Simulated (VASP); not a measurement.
Runs of VASP 6.6.1 on ZnS. The structure is that of space group P3m1 (No. 156), or close to it. The cells are those of the table. 

```csv
task,cell,gap on the mesh (eV),pressure (GPa),largest force (eV/Å)
electric field gradients,"a = 3.792, b = 3.792, c = 24.833 Å, angles 90.0, 90.0, 120.0°, 16 atoms",2.22,(b),0.01
electric field gradients,"a = 3.830, b = 3.830, c = 25.081 Å, angles 90.0, 90.0, 120.0°, 16 atoms",2.08,(c),0.01
electric field gradients,"a = 3.767, b = 3.767, c = 24.916 Å, angles 90.0, 90.0, 120.0°, 16 atoms",2.24,4.3,0.08
single point,"a = 3.805, b = 3.805, c = 24.916 Å, angles 90.0, 90.0, 120.0°, 16 atoms",2.17,(a),0.01
```

Alike in all rows: level PBE; potentials or basis VASP PAW PBE potentials, release 64 (Zn, S); no spin polarisation; k mesh 8 × 8 × 2; cutoff (eV) 520; smearing fermi-dirac 0.02 eV.

Fill in the values left out.

(a) 2.6; (b) 3.4; (c) 1.1.

Caveats: the cell stands under pressure (at least some runs).

A k mesh can miss the band edges.
